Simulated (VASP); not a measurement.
# In6As (R-3) in VASP: a series of runs

In6As is run at these levels: PBE; tasks: single point.

All numbers are computed with VASP 6.6.1; they aren't measurements. Logs are shortened: lines on timing, memory, paths and dates and some standing lists are left out, and cuts for length are marked.

## (1) The cell of the first run

The structure is trigonal, space group R-3 (No. 148). The conventional cell has a = 6.374 Å, b = 6.374 Å, c = 16.307 Å, α = 90.00°, β = 90.00°, γ = 120.00°. Within 3.9 Å of In (site symmetry 1) lie 1 As at 2.87 Å and 10 In at 3.22 to 3.81 Å. Within 3.8 Å of As (site symmetry -3) lie 6 In at 2.87 Å.

## (2) Single point, PBE

INCAR reads:

```
SYSTEM = In6As
PREC = Accurate
ENCUT = 520
EDIFF = 1E-6
ISMEAR = 0
SIGMA = 0.1
LREAL = .False.
LASPH = .True.
NELM = 80
ALGO = Fast
ISIF = 2
LWAVE = .False.
LCHARG = .False.
GGA = PE
NBANDS = 50
```

KPOINTS reads:

```
regular mesh
0
Gamma
  6 6 6
  0 0 0
```

POSCAR reads:

```
In6As
1.0
    3.1868617746      1.8399355035      5.4355857824
   -3.1868617746      1.8399355035      5.4355857824
    0.0000000000     -3.6798710069      5.4355857824
In As
6 1
Direct
    0.2966129036      0.9194647191      0.5177855798
    0.5177855798      0.2966129036      0.9194647191
    0.0805352809      0.4822144202      0.7033870964
    0.4822144202      0.7033870964      0.0805352809
    0.7033870964      0.0805352809      0.4822144202
    0.9194647191      0.5177855798      0.2966129036
    0.0000000000      0.0000000000      0.0000000000
```

Potentials or basis: VASP PAW PBE potentials, release 64 (In_d, As).

Run with:

```bash
$ cat potpaw_PBE.64/In_d/POTCAR potpaw_PBE.64/As/POTCAR > POTCAR
$ mpirun -np 1 vasp_std > vasp.out
```

OUTCAR:

```text
SYSTEM = In6As
   PREC = Accurate
   ENCUT = 520
   EDIFF = 1E-6
   ISMEAR = 0
   LREAL = .False.
   LASPH = .True.
   NELM = 80
   ISIF = 2
   GGA = PE

 ion  position               nearest neighbor table
   1  0.297  0.919  0.518-   7 2.87   5 3.22   4 3.24   3 3.24   6 3.34   2 3.34   6 3.49   2 3.49
                             5 3.56   3 3.81   4 3.81
   2  0.518  0.297  0.919-   7 2.87   4 3.22   3 3.24   5 3.24   6 3.34   1 3.34   1 3.49   6 3.49
                             4 3.56   5 3.81   3 3.81
   3  0.081  0.482  0.703-   7 2.87   6 3.22   2 3.24   1 3.24   5 3.34   4 3.34   5 3.49   4 3.49
                             6 3.56   1 3.81   2 3.81
   4  0.482  0.703  0.081-   7 2.87   2 3.22   6 3.24   1 3.24   3 3.34   5 3.34   5 3.49   3 3.49
                             2 3.56   1 3.81   6 3.81
   5  0.703  0.081  0.482-   7 2.87   1 3.22   2 3.24   6 3.24   3 3.34   4 3.34   3 3.49   4 3.49
                             1 3.56   6 3.81   2 3.81
   6  0.919  0.518  0.297-   7 2.87   3 3.22   4 3.24   5 3.24   1 3.34   2 3.34   1 3.49   2 3.49
                             3 3.56   5 3.81   4 3.81
   7  0.000  0.000  0.000-   2 2.87   4 2.87   1 2.87   5 2.87   3 2.87   6 2.87

  LATTYP: Found a trigonal (rhomboedric) cell.
 ALAT       =     6.5640721679
 COS(alpha) =     0.5285780985

  Lattice vectors:

 A1 = (   3.1868617746,   1.8399355035,   5.4355857824)
 A2 = (  -3.1868617746,   1.8399355035,   5.4355857824)
 A3 = (   0.0000000000,  -3.6798710069,   5.4355857824)

Analysis of symmetry for initial positions (statically):
=====================================================================
 Subroutine PRICEL returns:
 Original cell was already a primitive cell.

 Routine SETGRP: Setting up the symmetry group for a
 trigonal (rhombohedral) supercell.

 Subroutine GETGRP returns: Found  6 space group operations
 (whereof  6 operations were pure point group operations)
 out of a pool of 12 trial point group operations.

The static configuration has the point symmetry S_6 .

Analysis of symmetry for dynamics (positions and initial velocities):
=====================================================================
 Subroutine PRICEL returns:
 Original cell was already a primitive cell.

 Routine SETGRP: Setting up the symmetry group for a
 trigonal (rhombohedral) supercell.

 Subroutine GETGRP returns: Found  6 space group operations
 (whereof  6 operations were pure point group operations)
 out of a pool of 12 trial point group operations.
[... 116 lines left out ...]
   NFREE  =      0    steps in history (QN), initial steepest desc. (CG)
   ISIF   =      2    stress and relaxation
   ISYM   =      2    0-nonsym 1-usesym 2-fastsym
   POTIM  = 0.5000    time-step for ionic-motion
   TEBEG  =    0.0;   TEEND  =   0.0 temperature during run
   PSTRESS=    0.0 pullay stress
   NELECT =      83.0000    total number of electrons
   NUPDOWN=      -1.0000    fix difference up-down
   EMIN   =  10.00;   EMAX   =-10.00  energy-range for DOS
   EFERMI =   0.00;   METHOD = LEGACY
   ISMEAR =     0;   SIGMA  =   0.10  broadening in eV -4-tet -1-fermi 0-gaus
   EFERMI_NEDOS =   21; number of points for ismear=-14 and -15
   IALGO  =     68    algorithm
   IMIX   =      4    mixing-type and parameters
     AMIX     =   0.40;   BMIX     =  1.00
     AMIX_MAG =   1.60;   BMIX_MAG =  1.00
  volume/ion in A,a.u.               =      27.32       184.36
  Fermi-wavevector in a.u.,A,eV,Ry     =   1.239500  2.342315 20.903436  1.536359
  Thomas-Fermi vector in A             =   2.373980
   LORBIT       =      0    0 simple, 1 ext, 2 COOP (PROOUT), +10 PAW based schemes
   GGA     = PE    functional components
   LHFCALC =     F    Hartree Fock is set to
   AEXX    =    0.0000 exact exchange contribution
   IVDW    =     0    specifies the selected vdW correction
   LEPSILON=     F    determine dielectric tensor
   LRPA    =     F    only Hartree local field effects (RPA)
 non-spin polarized calculation
 RMM-DIIS sequential band-by-band and
 Gauss-broadening in eV      SIGMA  =   0.10
  energy-cutoff  :      520.00
  volume of cell :      191.23
 maximum number of plane-waves:      5168
 NGX is ok and might be reduce to    50
   NGX = 25   NGY = 25   NGZ = 25

 number of electron      83.0000007 magnetization

 Free energy of the ion-electron system (eV)
  ---------------------------------------------------
  ext. energy  EPLUGINS =         0.00000000
  ---------------------------------------------------
  free energy    TOTEN  =       -19.94295622 eV

  energy without entropy =      -19.92715691  energy(sigma->0) =      -19.93505656

 E-fermi :   6.4724     XC(G=0):  -9.8732

 val. band max:        6.4712289077   @ k =   0.5000   0.5000   0.5000
 cond. band min:       6.5113506930   @ k =   0.3333   0.0000  -0.0000
 fundamental gap:      0.0401217853
 Fermi energy:         6.4724433194

 k-point     1 :       0.0000    0.0000    0.0000
  band No.  band energies     occupation
      1      -8.2242      2.00000
      2      -8.2242      2.00000
      3      -8.2115      2.00000
      4      -8.1949      2.00000
      5      -8.1656      2.00000
      6      -8.1656      2.00000
[... 1261 lines left out ...]
     49      10.0772      0.00000
     50      10.5294      0.00000

 [... further k-points ...]

------------------------ aborting loop because EDIFF is reached ----------------------------------------

  FORCE on cell =-STRESS in cart. coord.  units (eV):
  Direction    XX          YY          ZZ          XY          YZ          ZX
  --------------------------------------------------------------------------------------
  -------------------------------------------------------------------------------------
  Total        0.0305563      0.0305563      0.0314954      0.0000000      0.0000000     -0.0000000
  in kB        0.2560046      0.2560046      0.2638726      0.0000001      0.0000000     -0.0000000
  external PRESSURE =       0.2586273 kB  Pullay stress =       0.0000000 kB

 VOLUME and BASIS-vectors are now :
 -----------------------------------------------------------------------------
  energy-cutoff  :      520.00
  volume of cell :      191.23
      direct lattice vectors                 reciprocal lattice vectors
     3.186861775  1.839935504  5.435585782     0.156894160  0.090582885  0.061324271
    -3.186861775  1.839935504  5.435585782    -0.156894160  0.090582885  0.061324271
     0.000000000 -3.679871007  5.435585782     0.000000000 -0.181165771  0.061324271

 POSITION                                       TOTAL-FORCE (eV/Angst)
 -----------------------------------------------------------------------------------
     -1.98494      0.33212      9.42456         0.002078      0.003325     -0.002647
      0.70485     -1.88507      9.42456        -0.003919      0.000137     -0.002647
     -1.28010     -1.55295      6.88220        -0.001841      0.003463      0.002647
     -0.70485      1.88507      6.88220         0.003919     -0.000137      0.002647
      1.98494     -0.33212      6.88220        -0.002078     -0.003325      0.002647
      1.28010      1.55295      9.42456         0.001841     -0.003463     -0.002647
      0.00000      0.00000      0.00000        -0.000000      0.000000      0.000000
 -----------------------------------------------------------------------------------
    total drift:                                0.000000     -0.000000      0.000000

  FREE ENERGIE OF THE ION-ELECTRON SYSTEM (eV)
  ---------------------------------------------------
  free  energy   TOTEN  =       -19.9429562189 eV

  energy  without entropy=      -19.9271569089  energy(sigma->0) =      -19.93505656
```

stdout:

```text
POSCAR found type information on POSCAR InAs
 POSCAR found :  2 types and       7 ions
 scaLAPACK will be used
 LDA part: xc-table for (Slater+PW92), standard interpolation
 POSCAR, INCAR and KPOINTS ok, starting setup
 FFT: planning ... GRIDC
 FFT: planning ... GRID_SOFT
 FFT: planning ... GRID
 WAVECAR not read
 entering main loop
```

It took 18 min on 1 thread of Intel Xeon 8259CL, shared host; peak memory 0.52 GiB.

What came out:

- Free energy: -19.9430 eV
- Pressure: 0.0 GPa
- Largest force: 0.005 eV/Å
- Band gap on the k mesh: zero (an odd number of electrons rules out a gap without spin polarisation)

Forces in eV/Å, atoms in the order of the input:
```
In   0.002  0.003 -0.003
In  -0.004  0.000 -0.003
In  -0.002  0.003  0.003
In   0.004  0.000  0.003
In  -0.002 -0.003  0.003
In   0.002 -0.003 -0.003
As   0.000  0.000  0.000
```

Levels at points of the mesh, in eV from the Fermi level:
```
           k point  band 38  band 39  band 40  band 41  band 42  band 43  band 44  band 45
(0.00, 0.00, 0.00)    -2.40    -2.29    -2.19    -2.19    -1.08    -1.01    -1.01    -0.64
(0.50, 0.00, 0.00)    -3.31    -1.71    -1.10    -0.94     0.14     0.25     1.23     2.41
(0.50, 0.50, 0.00)    -1.45    -1.34    -0.76    -0.21     0.56     0.65     1.18     1.93
(0.50, 0.50, 0.50)    -2.53    -1.16    -0.72    -0.72    -0.07    -0.07     0.00     2.86
```

Caveat: spin-orbit coupling is left out, which moves the levels of the heavy elements.

[end of part 1 of 3]
